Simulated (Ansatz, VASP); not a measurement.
**Ga: VASP beside Ansatz**

INCAR

```
SYSTEM = Ga
PREC     = Accurate       ! precision mode
ENCUT    = 520            ! plane-wave cutoff, eV
EDIFF    = 1E-6           ! SCF threshold, eV
ISMEAR   = 0              ! smearing method
SIGMA    = 0.15           ! smearing width, eV
LREAL    = .False.        ! projectors in reciprocal space
LASPH    = .True.         ! aspherical terms in the spheres
NELM     = 80             ! most SCF steps
ALGO     = Fast           ! electronic algorithm
ISIF     = 2              ! what is computed and relaxed
LWAVE    = .False.        ! write WAVECAR
LCHARG   = .False.        ! write CHGCAR
NBANDS   = 34             ! bands
```

Contents of KPOINTS:

```
Automatic mesh
0
Gamma
  10 10 10
  0 0 0
```

POSCAR

```
Ga
1.0
    2.2085777266     -3.7454996903      0.0000000000
    2.2085777266      3.7454996903      0.0000000000
    0.0000000000      0.0000000000      4.2726076296
Ga
4
Direct
    0.1560190462      0.8439809538      0.0845038705
    0.6560190462      0.3439809538      0.4154961295
    0.8439809538      0.1560190462      0.9154961295
    0.3439809538      0.6560190462      0.5845038705
```

Input for Ansatz:

```yaml
crystal:
  lattice:
    - [2.2085777266, -3.7454996903, 0.0]
    - [2.2085777266, 3.7454996903, 0.0]
    - [0.0, 0.0, 4.2726076296]
  atoms:
    - { symbol: Ga, position: [0.1560190462, 0.8439809538, 0.0845038705] }
    - { symbol: Ga, position: [0.6560190462, 0.3439809538, 0.4154961295] }
    - { symbol: Ga, position: [0.8439809538, 0.1560190462, 0.9154961295] }
    - { symbol: Ga, position: [0.3439809538, 0.6560190462, 0.5845038705] }
basis:
  ecutwfc: 420
kpoints:
  mp_grid: { grid: [10, 10, 10] }
hamiltonian:
  xc: lda
  pseudopotentials: { kind: paw }
scf:
  occupations: { method: gaussian, width: 0.15 }
output:
  forces: true
  stress: true
  eigenvalues: true
```

Change from the starting cell: engineering shear strain xz +0.0000, normal strain along z -0.0375.

Alike in both runs: task single point; functional LDA; k mesh 10 × 10 × 10; occupations gaussian, width 0.15 eV; no spin polarisation.

|  | VASP | Ansatz |
| --- | --- | --- |
| version | VASP 6.6.1 | Ansatz 0.2.0 |
| potentials or method | VASP PAW LDA potentials, release 64 (Ga_d), cutoff 520 eV | scalar-relativistic, plane waves, PAW |
| valence electrons in the cell | 52 | 52 |

Ansatz gave:

* gap on the k mesh at the Fermi level (eV): none
* pressure (GPa): 2.9
* traceless stress, the component that is largest in VASP (GPa): -2.01
* rms of the force components (eV/Å): 0.100

Task: Which values does VASP return?

Result: gap on the k mesh at the Fermi level (eV): none; pressure (GPa): 3.2; traceless stress, the component that is largest in VASP (GPa): -1.98; rms of the force components (eV/Å): 0.103.

LDA's correlation is that of Perdew and Zunger in VASP and of Perdew and Wang (1992) in Ansatz. Atom by atom the forces differ by 0.003 eV/Å (rms over components). A gap of «none» marks a metal or a gap that the smearing closes.
